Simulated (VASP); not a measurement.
# Ca (Fd-3m) in VASP: a series of runs, part 2 of 2

VASP 6.6.1.

**3. Single point, BLYP**

This run uses another cell than the first one, of 92.14 Å³/atom, 1.564 times its volume.

INCAR reads:

```
SYSTEM = Ca
PREC = Accurate ; ENCUT = 520
EDIFF = 1E-6 ; ISMEAR = -1
SIGMA = 0.1 ; LREAL = .False.
LASPH = .True. ; NELM = 100
ALGO = Normal ; ISIF = 2
LWAVE = .False. ; LCHARG = .True.
GGA = B5 ; ALDAX = 1.0
AGGAX = 1.0 ; AGGAC = 1.0
ALDAC = 0.0 ; LELF = .True.
LVHAR = .True. ; NBANDS = 17
```

KPOINTS reads:

```
regular mesh
0
Gamma
  10 10 10
  0 0 0
```

POSCAR reads:

```
Ca
1.0
    0.0000000000      4.5166611723      4.5166611723
    4.5166611723      0.0000000000      4.5166611723
    4.5166611723      4.5166611723      0.0000000000
Ca
2
Direct
    0.1250000000      0.1250000000      0.1250000000
    0.8750000000      0.8750000000      0.8750000000
```

Potentials or basis: VASP PAW PBE potentials, release 64 (Ca_sv).

Started as:

```sh
cat potpaw_PBE.64/Ca_sv/POTCAR > POTCAR
mpirun -np 1 vasp_std > vasp.out
```

OUTCAR:

```text
SYSTEM = Ca
   PREC = Accurate
   ENCUT = 520
   EDIFF = 1E-6
   ISMEAR = -1
   LREAL = .False.
   LASPH = .True.
   NELM = 100
   ISIF = 2
   GGA = B5

 ion  position               nearest neighbor table
   1  0.125  0.125  0.125-
   2  0.875  0.875  0.875-

  LATTYP: Found a face centered cubic cell.
 ALAT       =     9.0333223446

  Lattice vectors:

 A1 = (   0.0000000000,   4.5166611723,   4.5166611723)
 A2 = (   4.5166611723,   0.0000000000,   4.5166611723)
 A3 = (   4.5166611723,   4.5166611723,   0.0000000000)

Analysis of symmetry for initial positions (statically):
=====================================================================
 Subroutine PRICEL returns:
 Original cell was already a primitive cell.

 Routine SETGRP: Setting up the symmetry group for a
 face centered cubic supercell.

 Subroutine GETGRP returns: Found 48 space group operations
 (whereof 12 operations were pure point group operations)
 out of a pool of 48 trial point group operations.

The static configuration has the point symmetry D_3d.
 The point group associated with its full space group is O_h .

Analysis of symmetry for dynamics (positions and initial velocities):
=====================================================================
 Subroutine PRICEL returns:
 Original cell was already a primitive cell.

 Routine SETGRP: Setting up the symmetry group for a
 face centered cubic supercell.

 Subroutine GETGRP returns: Found 48 space group operations
 (whereof 12 operations were pure point group operations)
 out of a pool of 48 trial point group operations.

The dynamic configuration has the point symmetry D_3d.
 The point group associated with its full space group is O_h .

 Subroutine INISYM returns: Found 48 space group operations
 (whereof 12 operations are pure point group operations),
 and found     1 'primitive' translations

----------------------------------------------------------------------------------------

                                     Primitive cell

  volume of cell :     184.2818

  direct lattice vectors                    reciprocal lattice vectors
     0.000000000  4.516661172  4.516661172    -0.110701242  0.110701242  0.110701242
     4.516661172  0.000000000  4.516661172     0.110701242 -0.110701242  0.110701242
     4.516661172  4.516661172  0.000000000     0.110701242  0.110701242 -0.110701242

  length of vectors
     6.387523487  6.387523487  6.387523487     0.191740175  0.191740175  0.191740175

  position of ions in fractional coordinates (direct lattice)
     0.125000000  0.125000000  0.125000000
     0.875000000  0.875000000  0.875000000

  ion indices of the primitive-cell ions
   primitive index   ion index
                 1           1
                 2           2

----------------------------------------------------------------------------------------

 KPOINTS: regular mesh

Automatic generation of k-mesh.
 Grid dimensions read from file:
 generate k-points for:   10   10   10

 Generating k-lattice:

  Cartesian coordinates                     Fractional coordinates (reciprocal lattice)
    -0.011070124  0.011070124  0.011070124     0.100000000  0.000000000  0.000000000
     0.011070124 -0.011070124  0.011070124     0.000000000  0.100000000  0.000000000
     0.011070124  0.011070124 -0.011070124     0.000000000  0.000000000  0.100000000

  Length of vectors
     0.019174018  0.019174018  0.019174018

  Shift w.r.t. Gamma in fractional coordinates (k-lattice)
     0.000000000  0.000000000  0.000000000

 Subroutine IBZKPT returns following result:
 ===========================================

 Found     47 irreducible k-points:

 Following reciprocal coordinates:
            Coordinates               Weight
  0.000000  0.000000  0.000000      1.000000
  0.100000  0.000000  0.000000      8.000000
  0.200000  0.000000  0.000000      8.000000
  0.300000  0.000000  0.000000      8.000000
  0.400000  0.000000  0.000000      8.000000
  0.500000  0.000000  0.000000      4.000000
[... 16 lines left out ...]
  0.300000  0.300000  0.000000      6.000000
  0.400000  0.300000  0.000000     24.000000
 [... further k-points ...]
   k-points           NKPTS =     47   k-points in BZ     NKDIM =     47   number of bands    NBANDS=     17
   number of dos      NEDOS =    301   number of ions     NIONS =      2
   total plane-waves  NPLWV = 110592
   dimension x,y,z NGX =    48 NGY =   48 NGZ =   48
   dimension x,y,z NGXF=    96 NGYF=   96 NGZF=   96
   ions per type =               2
   NGX,Y,Z   is equivalent  to a cutoff of  12.49, 12.49, 12.49 a.u.
   NGXF,Y,Z  is equivalent  to a cutoff of  24.99, 24.99, 24.99 a.u.
 SYSTEM =  Ca
   PREC   = accura    normal or accurate (medium, high low for compatibility)
   ISTART =      0    job   : 0-new  1-cont  2-samecut
   ICHARG =      2    charge: 1-file 2-atom 10-const
   ISPIN  =      1    spin polarized calculation?
   LNONCOLLINEAR =      F non collinear calculations
   LSORBIT =      F    spin-orbit coupling
   LASPH  =      T    aspherical Exc in radial PAW
   ENCUT  =  520.0 eV  38.22 Ry    6.18 a.u.  11.88 11.88 11.88*2*pi/ulx,y,z
   NELM   =    100;   NELMIN=  2; NELMDL= -5     # of ELM steps
   EDIFF  = 0.1E-05   stopping-criterion for ELM
   LREAL  =      F    real-space projection
   EDIFFG = 0.1E-04   stopping-criterion for IOM
   NSW    =      0    number of steps for IOM
   IBRION =     -1    ionic relax: 0-MD 1-quasi-New 2-CG
   NFREE  =      0    steps in history (QN), initial steepest desc. (CG)
   ISIF   =      2    stress and relaxation
   ISYM   =      2    0-nonsym 1-usesym 2-fastsym
   POTIM  = 0.5000    time-step for ionic-motion
   TEBEG  =    0.0;   TEEND  =   0.0 temperature during run
   PSTRESS=    0.0 pullay stress
   NELECT =      20.0000    total number of electrons
   NUPDOWN=      -1.0000    fix difference up-down
   EMIN   =  10.00;   EMAX   =-10.00  energy-range for DOS
   EFERMI =   0.00;   METHOD = LEGACY
   ISMEAR =    -1;   SIGMA  =   0.10  broadening in eV -4-tet -1-fermi 0-gaus
   EFERMI_NEDOS =   21; number of points for ismear=-14 and -15
   IALGO  =     38    algorithm
   IMIX   =      4    mixing-type and parameters
     AMIX     =   0.40;   BMIX     =  1.00
     AMIX_MAG =   1.60;   BMIX_MAG =  1.00
  volume/ion in A,a.u.               =      92.14       621.80
  Fermi-wavevector in a.u.,A,eV,Ry     =   0.780891  1.475671  8.296716  0.609791
  Thomas-Fermi vector in A             =   1.884296
   LORBIT       =      0    0 simple, 1 ext, 2 COOP (PROOUT), +10 PAW based schemes
   GGA     = B5    functional components
   LHFCALC =     F    Hartree Fock is set to
   AEXX    =    0.0000 exact exchange contribution
   IVDW    =     0    specifies the selected vdW correction
   LEPSILON=     F    determine dielectric tensor
   LRPA    =     F    only Hartree local field effects (RPA)
 non-spin polarized calculation
  energy-cutoff  :      520.00
  volume of cell :      184.28
 maximum number of plane-waves:      4992
   NGX = 23   NGY = 23   NGZ = 23

 number of electron      19.9999999 magnetization

 Free energy of the ion-electron system (eV)
  ---------------------------------------------------
  ext. energy  EPLUGINS =         0.00000000
  ---------------------------------------------------
  free energy    TOTEN  =        -1.02988399 eV

  energy without entropy =       -0.92678223  energy(sigma->0) =       -0.97833311

 E-fermi :   0.1267     XC(G=0):  -4.8187

 val. band max:        0.1157564960   @ k =   0.3000   0.2000   0.0000
 cond. band min:       0.1452833301   @ k =  -0.3000   0.4000   0.1000
 fundamental gap:      0.0295268341
 Fermi energy:         0.1266542142

 k-point     1 :       0.0000    0.0000    0.0000
  band No.  band energies     occupation
      1     -43.0600      2.00000
      2     -43.0512      2.00000
      3     -24.1481      2.00000
      4     -24.1481      2.00000
      5     -24.1481      2.00000
      6     -24.1108      2.00000
[... 9 lines left out ...]
     16       1.3231      0.00001
     17       1.3231      0.00001
[... 441 lines left out ...]
 k-point    24 :       0.4000    0.3000    0.0000
  band No.  band energies     occupation
      1     -43.0576      2.00000
      2     -43.0537      2.00000
      3     -24.1534      2.00000
      4     -24.1532      2.00000
      5     -24.1381      2.00000
      6     -24.1210      2.00000
[... 9 lines left out ...]
     16       1.4088      0.00001
     17       1.4760      0.00000

 [... further k-points ...]

------------------------ aborting loop because EDIFF is reached ----------------------------------------

  FORCE on cell =-STRESS in cart. coord.  units (eV):
  Direction    XX          YY          ZZ          XY          YZ          ZX
  --------------------------------------------------------------------------------------
  -------------------------------------------------------------------------------------
  Total        0.0007717      0.0007717      0.0007717      0.0000000      0.0000000      0.0000000
  in kB        0.0067094      0.0067094      0.0067094      0.0000000      0.0000000      0.0000000
  external PRESSURE =       0.0067094 kB  Pullay stress =       0.0000000 kB

 VOLUME and BASIS-vectors are now :
 -----------------------------------------------------------------------------
  energy-cutoff  :      520.00
  volume of cell :      184.28
      direct lattice vectors                 reciprocal lattice vectors
     0.000000000  4.516661172  4.516661172    -0.110701242  0.110701242  0.110701242
     4.516661172  0.000000000  4.516661172     0.110701242 -0.110701242  0.110701242
     4.516661172  4.516661172  0.000000000     0.110701242  0.110701242 -0.110701242

 POSITION                                       TOTAL-FORCE (eV/Angst)
 -----------------------------------------------------------------------------------
      1.12917      1.12917      1.12917        -0.000000     -0.000000     -0.000000
      7.90416      7.90416      7.90416         0.000000      0.000000      0.000000
 -----------------------------------------------------------------------------------
    total drift:                                0.000000      0.000000      0.000000

  FREE ENERGIE OF THE ION-ELECTRON SYSTEM (eV)
  ---------------------------------------------------
  free  energy   TOTEN  =        -1.0298839884 eV

  energy  without entropy=       -0.9267822342  energy(sigma->0) =       -0.97833311
```

stdout:

```text
POSCAR found type information on POSCAR Ca
 POSCAR found :  1 types and       2 ions
 scaLAPACK will be used
 -----------------------------------------------------------------------------
|                                                                             |
|                                                                             |
|     You enforced a specific xc type in the INCAR file but a different       |
|     I HOPE YOU KNOW WHAT YOU ARE DOING!                                     |
|                                                                             |
 -----------------------------------------------------------------------------

 LDA part: xc-table for (Slater(with rela. corr.)+VWN5), standard interpolation
 POSCAR, INCAR and KPOINTS ok, starting setup
 FFT: planning ... GRIDC
 FFT: planning ... GRID_SOFT
 FFT: planning ... GRID
 WAVECAR not read
 entering main loop
```

Wall time 96 s (1 thread of Intel Xeon Platinum 8488C (Sapphire Rapids), shared host); peak memory 0.37 GiB.

What came out:

```
Free energy            : -1.0299 eV
Pressure               : 0.0 GPa
Band gap on the k mesh : zero (band 10 reaches 0.59 eV, above the bottom of band 11 at 0.15 eV)
```

Caveat: the PAW data sets were made with another functional, which shifts forces and pressure a little.
